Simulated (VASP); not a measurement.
# SnTe (Fm-3m) in VASP: single point with LDA

Aim: the single point of SnTe with LDA.

Program: VASP 6.6.1. These are calculated values, not measurements. Logs are shortened: lines on timing, memory, paths and dates and some standing lists are left out, and cuts for length are marked.

## Step 1: The cell of the first run

Symmetry: Fm-3m, No. 225, cubic system. The conventional cell has a = 6.302 Å, b = 6.302 Å, c = 6.302 Å, α = 90.00°, β = 90.00°, γ = 90.00°. Within 4.1 Å of Sn (site symmetry m-3m) lie 6 Te at 3.15 Å. Te (site symmetry m-3m) has 6 Sn at 3.15 Å within 4.1 Å.

## Step 2: Single point, LDA

File INCAR:

```
PREC = Accurate
ENCUT = 500
EDIFF = 1E-6
ISMEAR = 0
SIGMA = 0.01
LREAL = False
LASPH = True
NELM = 120
ALGO = Normal
ISIF = 2
LWAVE = False
LCHARG = True
GGA = CA
LELF = True
LVHAR = True
NBANDS = 17
GGA_COMPAT = False
```

File KPOINTS:

```
Automatic mesh
0
Gamma
  3 3 3
```

File POSCAR:

```
SnTe
1.0
    0.0000000000      3.1508500000      3.1508500000
    3.1508500000      0.0000000000      3.1508500000
    3.1508500000      3.1508500000      0.0000000000
Sn Te
1 1
Direct
    0.0000000000      0.0000000000      0.0000000000
    0.5000000000      0.5000000000      0.5000000000
```

Potentials or basis: VASP PAW LDA potentials, release 64 (Sn_d, Te).

Run with:

```sh
$ cat potpaw_LDA.64/Sn_d/POTCAR potpaw_LDA.64/Te/POTCAR > POTCAR
$ mpirun -np 1 vasp_std > vasp.out
```

OUTCAR:

```text
PREC = Accurate
   ENCUT = 500
   EDIFF = 1E-6
   ISMEAR = 0
   LREAL = False
   LASPH = True
   NELM = 120
   ISIF = 2
   GGA = CA

 ion  position               nearest neighbor table
   1  0.000  0.000  0.000-   2 3.15   2 3.15   2 3.15   2 3.15   2 3.15   2 3.15
   2  0.500  0.500  0.500-   1 3.15   1 3.15   1 3.15   1 3.15   1 3.15   1 3.15

  LATTYP: Found a face centered cubic cell.
 ALAT       =     6.3017000000

  Lattice vectors:

 A1 = (   0.0000000000,   3.1508500000,   3.1508500000)
 A2 = (   3.1508500000,   0.0000000000,   3.1508500000)
 A3 = (   3.1508500000,   3.1508500000,   0.0000000000)

Analysis of symmetry for initial positions (statically):
=====================================================================
 Subroutine PRICEL returns:
 Original cell was already a primitive cell.

 Routine SETGRP: Setting up the symmetry group for a
 face centered cubic supercell.

 Subroutine GETGRP returns: Found 48 space group operations
 (whereof 48 operations were pure point group operations)
 out of a pool of 48 trial point group operations.

The static configuration has the point symmetry O_h .

Analysis of symmetry for dynamics (positions and initial velocities):
=====================================================================
 Subroutine PRICEL returns:
 Original cell was already a primitive cell.

 Routine SETGRP: Setting up the symmetry group for a
 face centered cubic supercell.

 Subroutine GETGRP returns: Found 48 space group operations
 (whereof 48 operations were pure point group operations)
 out of a pool of 48 trial point group operations.

The dynamic configuration has the point symmetry O_h .

 Subroutine INISYM returns: Found 48 space group operations
 (whereof 48 operations are pure point group operations),
 and found     1 'primitive' translations

----------------------------------------------------------------------------------------

                                     Primitive cell

  volume of cell :      62.5624

  direct lattice vectors                    reciprocal lattice vectors
     0.000000000  3.150850000  3.150850000    -0.158687338  0.158687338  0.158687338
     3.150850000  0.000000000  3.150850000     0.158687338 -0.158687338  0.158687338
     3.150850000  3.150850000  0.000000000     0.158687338  0.158687338 -0.158687338

  length of vectors
     4.455974803  4.455974803  4.455974803     0.274854533  0.274854533  0.274854533

  position of ions in fractional coordinates (direct lattice)
     0.000000000  0.000000000  0.000000000
     0.500000000  0.500000000  0.500000000

  ion indices of the primitive-cell ions
   primitive index   ion index
                 1           1
                 2           2

----------------------------------------------------------------------------------------

 KPOINTS: Automatic mesh

Automatic generation of k-mesh.
 Grid dimensions read from file:
 generate k-points for:    3    3    3

 Generating k-lattice:

  Cartesian coordinates                     Fractional coordinates (reciprocal lattice)
    -0.052895779  0.052895779  0.052895779     0.333333333  0.000000000  0.000000000
     0.052895779 -0.052895779  0.052895779     0.000000000  0.333333333  0.000000000
     0.052895779  0.052895779 -0.052895779     0.000000000  0.000000000  0.333333333

  Length of vectors
     0.091618178  0.091618178  0.091618178

  Shift w.r.t. Gamma in fractional coordinates (k-lattice)
     0.000000000  0.000000000  0.000000000

 Subroutine IBZKPT returns following result:
 ===========================================

 Found      4 irreducible k-points:

 Following reciprocal coordinates:
            Coordinates               Weight
  0.000000  0.000000  0.000000      1.000000
  0.333333  0.000000  0.000000      8.000000
  0.333333  0.333333  0.000000      6.000000
 -0.333333  0.333333  0.000000     12.000000
   k-points           NKPTS =      4   k-points in BZ     NKDIM =      4   number of bands    NBANDS=     17
   number of dos      NEDOS =    301   number of ions     NIONS =      2
   total plane-waves  NPLWV =  32768
   dimension x,y,z NGX =    32 NGY =   32 NGZ =   32
   dimension x,y,z NGXF=    64 NGYF=   64 NGZF=   64
   ions per type =               1   1
   NGX,Y,Z   is equivalent  to a cutoff of  11.94, 11.94, 11.94 a.u.
   NGXF,Y,Z  is equivalent  to a cutoff of  23.88, 23.88, 23.88 a.u.
 SYSTEM =  unknown system
   PREC   = accura    normal or accurate (medium, high low for compatibility)
   ISTART =      0    job   : 0-new  1-cont  2-samecut
   ICHARG =      2    charge: 1-file 2-atom 10-const
   ISPIN  =      1    spin polarized calculation?
   LNONCOLLINEAR =      F non collinear calculations
   LSORBIT =      F    spin-orbit coupling
   LASPH  =      T    aspherical Exc in radial PAW
   ENCUT  =  500.0 eV  36.75 Ry    6.06 a.u.   8.12  8.12  8.12*2*pi/ulx,y,z
   NELM   =    120;   NELMIN=  2; NELMDL= -5     # of ELM steps
   EDIFF  = 0.1E-05   stopping-criterion for ELM
   LREAL  =      F    real-space projection
   EDIFFG = 0.1E-04   stopping-criterion for IOM
   NSW    =      0    number of steps for IOM
   IBRION =     -1    ionic relax: 0-MD 1-quasi-New 2-CG
   NFREE  =      0    steps in history (QN), initial steepest desc. (CG)
   ISIF   =      2    stress and relaxation
   ISYM   =      2    0-nonsym 1-usesym 2-fastsym
   POTIM  = 0.5000    time-step for ionic-motion
   TEBEG  =    0.0;   TEEND  =   0.0 temperature during run
   PSTRESS=    0.0 pullay stress
   NELECT =      20.0000    total number of electrons
   NUPDOWN=      -1.0000    fix difference up-down
   EMIN   =  10.00;   EMAX   =-10.00  energy-range for DOS
   EFERMI =   0.00;   METHOD = LEGACY
   ISMEAR =     0;   SIGMA  =   0.01  broadening in eV -4-tet -1-fermi 0-gaus
   EFERMI_NEDOS =   21; number of points for ismear=-14 and -15
   IALGO  =     38    algorithm
   IMIX   =      4    mixing-type and parameters
     AMIX     =   0.40;   BMIX     =  1.00
     AMIX_MAG =   1.60;   BMIX_MAG =  1.00
  volume/ion in A,a.u.               =      31.28       211.10
  Fermi-wavevector in a.u.,A,eV,Ry     =   1.119387  2.115336 17.048485  1.253028
  Thomas-Fermi vector in A             =   2.256026
   LORBIT       =      0    0 simple, 1 ext, 2 COOP (PROOUT), +10 PAW based schemes
   GGA     = CA    functional components
   LHFCALC =     F    Hartree Fock is set to
   AEXX    =    0.0000 exact exchange contribution
   IVDW    =     0    specifies the selected vdW correction
   LEPSILON=     F    determine dielectric tensor
   LRPA    =     F    only Hartree local field effects (RPA)
 non-spin polarized calculation
 Gauss-broadening in eV      SIGMA  =   0.01
  energy-cutoff  :      500.00
  volume of cell :       62.56
 maximum number of plane-waves:      1639
   NGX = 17   NGY = 17   NGZ = 17

 number of electron      20.0000011 magnetization

 Free energy of the ion-electron system (eV)
  ---------------------------------------------------
  ext. energy  EPLUGINS =         0.00000000
  ---------------------------------------------------
  free energy    TOTEN  =        -8.92051973 eV

  energy without entropy =       -8.92051973  energy(sigma->0) =       -8.92051973

 E-fermi :   6.1406     XC(G=0):  -9.7465

 val. band max:        6.0826885474   @ k =   0.3333   0.0000   0.0000
 cond. band min:       7.6518678070   @ k =   0.3333   0.0000   0.0000
 fundamental gap:      1.5691792596
 Fermi energy:         6.1405888416

 k-point     1 :       0.0000    0.0000    0.0000
  band No.  band energies     occupation
      1     -15.0844      2.00000
      2     -15.0844      2.00000
      3     -15.0741      2.00000
      4     -15.0741      2.00000
      5     -15.0741      2.00000
      6      -6.0951      2.00000
      7       1.9307      2.00000
      8       4.6017      2.00000
      9       4.6017      2.00000
     10       4.6017      2.00000
     11      10.0127      0.00000
     12      10.0127      0.00000
     13      10.0127      0.00000
     14      11.5061      0.00000
     15      11.5061      0.00000
     16      11.5061      0.00000
     17      13.4965      0.00000

 k-point     2 :       0.3333    0.0000    0.0000
  band No.  band energies     occupation
      1     -15.0881      2.00000
      2     -15.0881      2.00000
      3     -15.0728      2.00000
      4     -15.0691      2.00000
      5     -15.0691      2.00000
      6      -5.2630      2.00000
      7      -0.8039      2.00000
      8       4.8085      2.00000
      9       4.8085      2.00000
     10       6.0827      2.00000
     11       7.6519      0.00000
     12       7.6519      0.00000
     13       7.6815      0.00000
     14      12.5599      0.00000
     15      13.5739      0.00000
     16      13.5739      0.00000
     17      17.3311      0.00000

 k-point     3 :       0.3333    0.3333    0.0000
  band No.  band energies     occupation
      1     -15.0973      2.00000
      2     -15.0808      2.00000
      3     -15.0770      2.00000
      4     -15.0658      2.00000
      5     -15.0658      2.00000
      6      -5.0229      2.00000
      7      -0.0002      2.00000
      8       3.0869      2.00000
      9       3.3247      2.00000
     10       3.3247      2.00000
     11       9.2729      0.00000
     12      10.5019      0.00000
     13      10.9918      0.00000
     14      10.9918      0.00000
     15      14.8593      0.00000
     16      15.6775      0.00000
     17      15.9719      0.00000

 k-point     4 :      -0.3333    0.3333    0.0000
  band No.  band energies     occupation
      1     -15.0950      2.00000
      2     -15.0854      2.00000
      3     -15.0719      2.00000
      4     -15.0676      2.00000
      5     -15.0656      2.00000
      6      -4.5352      2.00000
      7      -1.0196      2.00000
      8       1.8571      2.00000
      9       3.8636      2.00000
     10       4.5209      2.00000
     11       8.8999      0.00000
     12       9.1918      0.00000
     13      11.7392      0.00000
     14      11.8937      0.00000
     15      13.9752      0.00000
     16      14.3900      0.00000
     17      16.6806      0.00000

------------------------ aborting loop because EDIFF is reached ----------------------------------------

  FORCE on cell =-STRESS in cart. coord.  units (eV):
  Direction    XX          YY          ZZ          XY          YZ          ZX
  --------------------------------------------------------------------------------------
  -------------------------------------------------------------------------------------
  Total       -0.5839275     -0.5839275     -0.5839275     -0.0000000      0.0000000     -0.0000000
  in kB      -14.9539635    -14.9539635    -14.9539635     -0.0000000      0.0000000     -0.0000000
  external PRESSURE =     -14.9539635 kB  Pullay stress =       0.0000000 kB

 VOLUME and BASIS-vectors are now :
 -----------------------------------------------------------------------------
  energy-cutoff  :      500.00
  volume of cell :       62.56
      direct lattice vectors                 reciprocal lattice vectors
     0.000000000  3.150850000  3.150850000    -0.158687338  0.158687338  0.158687338
     3.150850000  0.000000000  3.150850000     0.158687338 -0.158687338  0.158687338
     3.150850000  3.150850000  0.000000000     0.158687338  0.158687338 -0.158687338

 POSITION                                       TOTAL-FORCE (eV/Angst)
 -----------------------------------------------------------------------------------
      0.00000      0.00000      0.00000        -0.000000      0.000000      0.000000
      3.15085      3.15085      3.15085         0.000000     -0.000000     -0.000000
 -----------------------------------------------------------------------------------
    total drift:                                0.000000     -0.000000     -0.000000

  FREE ENERGIE OF THE ION-ELECTRON SYSTEM (eV)
  ---------------------------------------------------
  free  energy   TOTEN  =        -8.9205197277 eV

  energy  without entropy=       -8.9205197277  energy(sigma->0) =       -8.92051973
```

Wall time 7.4 s (1 thread of AMD EPYC 7R13, shared host); peak memory 0.12 GiB.

What came out:

* Free energy: -8.9205 eV
* Pressure: -1.5 GPa

Levels at points of the mesh, in eV from the Fermi level:
```
           k point  band 7  band 8  band 9  band 10  band 11  band 12  band 13  band 14
(0.00, 0.00, 0.00)   -4.21   -1.54   -1.54    -1.54     3.87     3.87     3.87     5.37
```

Caveat: the k points lie up to 0.58 Å⁻¹ apart; this odd mesh misses L, where the gap lies, so gap, dielectric constants and Born charges aren't listed; spin-orbit coupling is left out, which moves the levels of the heavy elements.
